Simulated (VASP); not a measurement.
# TaN (Fm-3m) in VASP: settings compared

TaN is run at these levels: PBE, BLYP; tasks: single point.

Program: VASP 6.6.1. These are calculated values, not measurements. Logs are shortened: lines on timing, memory, paths and dates and some standing lists are left out, and cuts for length are marked.

## Step 1: The cell of the first run

The structure is cubic, space group Fm-3m (No. 225). The conventional cell has a = 4.423 Å, b = 4.423 Å, c = 4.423 Å, α = 90.00°, β = 90.00°, γ = 90.00°. Within 2.9 Å of Ta (site symmetry m-3m) lie 6 N at 2.21 Å. Within 2.9 Å of N (site symmetry m-3m) lie 6 Ta at 2.21 Å.

## Step 2: Single point, PBE

INCAR

```
PREC = Accurate
ENCUT = 520
EDIFF = 1E-7
ISMEAR = 0
SIGMA = 0.024
LREAL = F
LASPH = T
NELM = 60
ALGO = Normal
ISIF = 2
LWAVE = F
LCHARG = F
GGA = PE
NBANDS = 15
```

KPOINTS

```
regular mesh
0
Gamma
  10 10 10
```

POSCAR

```
TaN
1.0
    0.0000000000      2.2113230000      2.2113230000
    2.2113230000      0.0000000000      2.2113230000
    2.2113230000      2.2113230000      0.0000000000
Ta N
1 1
Direct
    0.5000000000      0.5000000000      0.5000000000
    0.0000000000      0.0000000000      0.0000000000
```

Potentials or basis: VASP PAW PBE potentials, release 64 (Ta_pv, N).

Launch:

```bash
$ cat potpaw_PBE.64/Ta_pv/POTCAR potpaw_PBE.64/N/POTCAR > POTCAR
$ mpirun -np 1 vasp_std > vasp.out
```

OUTCAR:

```text
PREC = Accurate
   ENCUT = 520
   EDIFF = 1E-7
   ISMEAR = 0
   LREAL = F
   LASPH = T
   NELM = 60
   ISIF = 2
   GGA = PE

 ion  position               nearest neighbor table
   1  0.500  0.500  0.500-   2 2.21   2 2.21   2 2.21   2 2.21   2 2.21   2 2.21
   2  0.000  0.000  0.000-   1 2.21   1 2.21   1 2.21   1 2.21   1 2.21   1 2.21

  LATTYP: Found a face centered cubic cell.
 ALAT       =     4.4226460000

  Lattice vectors:

 A1 = (   0.0000000000,   2.2113230000,   2.2113230000)
 A2 = (   2.2113230000,   0.0000000000,   2.2113230000)
 A3 = (   2.2113230000,   2.2113230000,   0.0000000000)

Analysis of symmetry for initial positions (statically):
=====================================================================
 Subroutine PRICEL returns:
 Original cell was already a primitive cell.

 Routine SETGRP: Setting up the symmetry group for a
 face centered cubic supercell.

 Subroutine GETGRP returns: Found 48 space group operations
 (whereof 48 operations were pure point group operations)
 out of a pool of 48 trial point group operations.

The static configuration has the point symmetry O_h .

Analysis of symmetry for dynamics (positions and initial velocities):
=====================================================================
 Subroutine PRICEL returns:
 Original cell was already a primitive cell.

 Routine SETGRP: Setting up the symmetry group for a
 face centered cubic supercell.

 Subroutine GETGRP returns: Found 48 space group operations
 (whereof 48 operations were pure point group operations)
 out of a pool of 48 trial point group operations.

The dynamic configuration has the point symmetry O_h .

 Subroutine INISYM returns: Found 48 space group operations
 (whereof 48 operations are pure point group operations),
 and found     1 'primitive' translations

----------------------------------------------------------------------------------------

                                     Primitive cell

  volume of cell :      21.6265

  direct lattice vectors                    reciprocal lattice vectors
     0.000000000  2.211323000  2.211323000    -0.226108985  0.226108985  0.226108985
     2.211323000  0.000000000  2.211323000     0.226108985 -0.226108985  0.226108985
     2.211323000  2.211323000  0.000000000     0.226108985  0.226108985 -0.226108985

  length of vectors
     3.127282977  3.127282977  3.127282977     0.391632251  0.391632251  0.391632251

  position of ions in fractional coordinates (direct lattice)
     0.500000000  0.500000000  0.500000000
     0.000000000  0.000000000  0.000000000

  ion indices of the primitive-cell ions
   primitive index   ion index
                 1           1
                 2           2

----------------------------------------------------------------------------------------

 KPOINTS: regular mesh

Automatic generation of k-mesh.
 Grid dimensions read from file:
 generate k-points for:   10   10   10

 Generating k-lattice:

  Cartesian coordinates                     Fractional coordinates (reciprocal lattice)
    -0.022610899  0.022610899  0.022610899     0.100000000  0.000000000  0.000000000
     0.022610899 -0.022610899  0.022610899     0.000000000  0.100000000  0.000000000
     0.022610899  0.022610899 -0.022610899     0.000000000  0.000000000  0.100000000

  Length of vectors
     0.039163225  0.039163225  0.039163225

  Shift w.r.t. Gamma in fractional coordinates (k-lattice)
     0.000000000  0.000000000  0.000000000

 Subroutine IBZKPT returns following result:
 ===========================================

 Found     47 irreducible k-points:

 Following reciprocal coordinates:
            Coordinates               Weight
  0.000000  0.000000  0.000000      1.000000
  0.100000  0.000000  0.000000      8.000000
  0.200000  0.000000  0.000000      8.000000
  0.300000  0.000000  0.000000      8.000000
  0.400000  0.000000  0.000000      8.000000
  0.500000  0.000000  0.000000      4.000000
[... 16 lines left out ...]
  0.300000  0.300000  0.000000      6.000000
  0.400000  0.300000  0.000000     24.000000
 [... further k-points ...]
   k-points           NKPTS =     47   k-points in BZ     NKDIM =     47   number of bands    NBANDS=     15
   number of dos      NEDOS =    301   number of ions     NIONS =      2
   total plane-waves  NPLWV =  13824
   dimension x,y,z NGX =    24 NGY =   24 NGZ =   24
   dimension x,y,z NGXF=    48 NGYF=   48 NGZF=   48
   ions per type =               1   1
   NGX,Y,Z   is equivalent  to a cutoff of  12.76, 12.76, 12.76 a.u.
   NGXF,Y,Z  is equivalent  to a cutoff of  25.52, 25.52, 25.52 a.u.
 SYSTEM =  unknown system
   PREC   = accura    normal or accurate (medium, high low for compatibility)
   ISTART =      0    job   : 0-new  1-cont  2-samecut
   ICHARG =      2    charge: 1-file 2-atom 10-const
   ISPIN  =      1    spin polarized calculation?
   LNONCOLLINEAR =      F non collinear calculations
   LSORBIT =      F    spin-orbit coupling
   LASPH  =      T    aspherical Exc in radial PAW
   ENCUT  =  520.0 eV  38.22 Ry    6.18 a.u.   5.81  5.81  5.81*2*pi/ulx,y,z
   NELM   =     60;   NELMIN=  2; NELMDL= -5     # of ELM steps
   EDIFF  = 0.1E-06   stopping-criterion for ELM
   LREAL  =      F    real-space projection
   EDIFFG = 0.1E-05   stopping-criterion for IOM
   NSW    =      0    number of steps for IOM
   IBRION =     -1    ionic relax: 0-MD 1-quasi-New 2-CG
   NFREE  =      0    steps in history (QN), initial steepest desc. (CG)
   ISIF   =      2    stress and relaxation
   ISYM   =      2    0-nonsym 1-usesym 2-fastsym
   POTIM  = 0.5000    time-step for ionic-motion
   TEBEG  =    0.0;   TEEND  =   0.0 temperature during run
   PSTRESS=    0.0 pullay stress
   NELECT =      16.0000    total number of electrons
   NUPDOWN=      -1.0000    fix difference up-down
   EMIN   =  10.00;   EMAX   =-10.00  energy-range for DOS
   EFERMI =   0.00;   METHOD = LEGACY
   ISMEAR =     0;   SIGMA  =   0.02  broadening in eV -4-tet -1-fermi 0-gaus
   EFERMI_NEDOS =   21; number of points for ismear=-14 and -15
   IALGO  =     38    algorithm
   IMIX   =      4    mixing-type and parameters
     AMIX     =   0.40;   BMIX     =  1.00
     AMIX_MAG =   1.60;   BMIX_MAG =  1.00
  volume/ion in A,a.u.               =      10.81        72.97
  Fermi-wavevector in a.u.,A,eV,Ry     =   1.480651  2.798024 29.828417  2.192327
  Thomas-Fermi vector in A             =   2.594659
   LORBIT       =      0    0 simple, 1 ext, 2 COOP (PROOUT), +10 PAW based schemes
   GGA     = PE    functional components
   LHFCALC =     F    Hartree Fock is set to
   AEXX    =    0.0000 exact exchange contribution
   IVDW    =     0    specifies the selected vdW correction
   LEPSILON=     F    determine dielectric tensor
   LRPA    =     F    only Hartree local field effects (RPA)
 non-spin polarized calculation
 Gauss-broadening in eV      SIGMA  =   0.02
  energy-cutoff  :      520.00
  volume of cell :       21.63
 maximum number of plane-waves:       592
   NGX = 11   NGY = 11   NGZ = 11

 number of electron      16.0000003 magnetization

 Free energy of the ion-electron system (eV)
  ---------------------------------------------------
  ext. energy  EPLUGINS =         0.00000000
  ---------------------------------------------------
  free energy    TOTEN  =       -21.83893109 eV

  energy without entropy =      -21.83836397  energy(sigma->0) =      -21.83864753

 E-fermi :   9.4072     XC(G=0): -13.3448

 val. band max:        9.2909861037   @ k =  -0.2000   0.2000   0.0000
 cond. band min:       9.4077131893   @ k =   0.0000   0.0000   0.0000
 fundamental gap:      0.1167270856
 Fermi energy:         9.4071572736

 k-point     1 :       0.0000    0.0000    0.0000
  band No.  band energies     occupation
      1     -26.4711      2.00000
      2     -26.4711      2.00000
      3     -26.4711      2.00000
      4      -9.3586      2.00000
      5       5.5908      2.00000
      6       5.5908      2.00000
      7       5.5908      2.00000
      8       7.2892      2.00000
      9       7.2892      2.00000
     10       7.2892      2.00000
     11       9.4077      0.97387
     12       9.4077      0.97382
     13      10.7343      0.00000
     14      18.7518      0.00000
     15      21.6567      0.00000

 k-point     2 :       0.1000    0.0000    0.0000
  band No.  band energies     occupation
      1     -26.5528      2.00000
      2     -26.4788      2.00000
      3     -26.4788      2.00000
      4      -9.1269      2.00000
      5       4.4926      2.00000
      6       4.8590      2.00000
      7       4.8590      2.00000
      8       7.6404      2.00000
      9       7.6404      2.00000
     10       7.7075      2.00000
     11      10.3079      0.00000
     12      10.3079      0.00000
     13      11.4416      0.00000
     14      19.4665      0.00000
     15      21.6563      0.00000

 k-point     3 :       0.2000    0.0000    0.0000
  band No.  band energies     occupation
      1     -26.7604      2.00000
      2     -26.4985      2.00000
      3     -26.4985      2.00000
      4      -8.4942      2.00000
      5       2.6762      2.00000
      6       3.6891      2.00000
      7       3.6891      2.00000
      8       8.2392      2.00000
      9       8.4370      2.00000
     10       8.4370      2.00000
     11      12.1603      0.00000
     12      12.1603      0.00000
     13      12.9019      0.00000
     14      21.0973      0.00000
     15      21.6562      0.00000
[... 343 lines left out ...]
 k-point    23 :       0.3000    0.3000    0.0000
  band No.  band energies     occupation
      1     -26.9442      2.00000
      2     -26.6460      2.00000
      3     -26.6460      2.00000
      4      -7.9692      2.00000
      5       1.2885      2.00000
      6       4.5221      2.00000
      7       4.5221      2.00000
      8       4.8819      2.00000
      9      10.6258      0.00000
     10      11.7096      0.00000
     11      11.7096      0.00000
     12      12.1586      0.00000
     13      17.4953      0.00000
     14      21.6176      0.00000
     15      22.1394      0.00000

 k-point    24 :       0.4000    0.3000    0.0000
  band No.  band energies     occupation
      1     -27.0391      2.00000
      2     -26.6980      2.00000
      3     -26.6740      2.00000
      4      -7.8289      2.00000
      5       1.4937      2.00000
      6       3.5495      2.00000
      7       4.2155      2.00000
      8       5.5545      2.00000
      9      11.4689      0.00000
     10      12.1975      0.00000
     11      12.2763      0.00000
     12      13.0967      0.00000
     13      17.5754      0.00000
     14      19.8463      0.00000
     15      21.6687      0.00000

 [... further k-points ...]

------------------------ aborting loop because EDIFF is reached ----------------------------------------

  FORCE on cell =-STRESS in cart. coord.  units (eV):
  Direction    XX          YY          ZZ          XY          YZ          ZX
  --------------------------------------------------------------------------------------
  -------------------------------------------------------------------------------------
  Total       -0.0811197     -0.0811197     -0.0811197     -0.0000000      0.0000000      0.0000000
  in kB       -6.0096689     -6.0096689     -6.0096689     -0.0000000      0.0000000      0.0000000
  external PRESSURE =      -6.0096689 kB  Pullay stress =       0.0000000 kB

 VOLUME and BASIS-vectors are now :
 -----------------------------------------------------------------------------
  energy-cutoff  :      520.00
  volume of cell :       21.63
      direct lattice vectors                 reciprocal lattice vectors
     0.000000000  2.211323000  2.211323000    -0.226108985  0.226108985  0.226108985
     2.211323000  0.000000000  2.211323000     0.226108985 -0.226108985  0.226108985
     2.211323000  2.211323000  0.000000000     0.226108985  0.226108985 -0.226108985

 POSITION                                       TOTAL-FORCE (eV/Angst)
 -----------------------------------------------------------------------------------
      2.21132      2.21132      2.21132        -0.000000     -0.000000     -0.000000
      0.00000      0.00000      0.00000         0.000000      0.000000      0.000000
 -----------------------------------------------------------------------------------
    total drift:                                0.000000     -0.000000     -0.000000

  FREE ENERGIE OF THE ION-ELECTRON SYSTEM (eV)
  ---------------------------------------------------
  free  energy   TOTEN  =       -21.8389310900 eV

  energy  without entropy=      -21.8383639729  energy(sigma->0) =      -21.83864753
```

Wall time 9 s (1 thread of Intel Xeon 6975P-C, shared host); peak memory 0.15 GiB.

Results:

* Free energy: -21.8389 eV
* Pressure: -0.6 GPa
* Band gap on the k mesh: zero (band 8 reaches 11.20 eV, above the bottom of band 9 at 7.29 eV)

Caveat: spin-orbit coupling is left out, which moves the levels of the heavy elements.

[end of part 1 of 2]
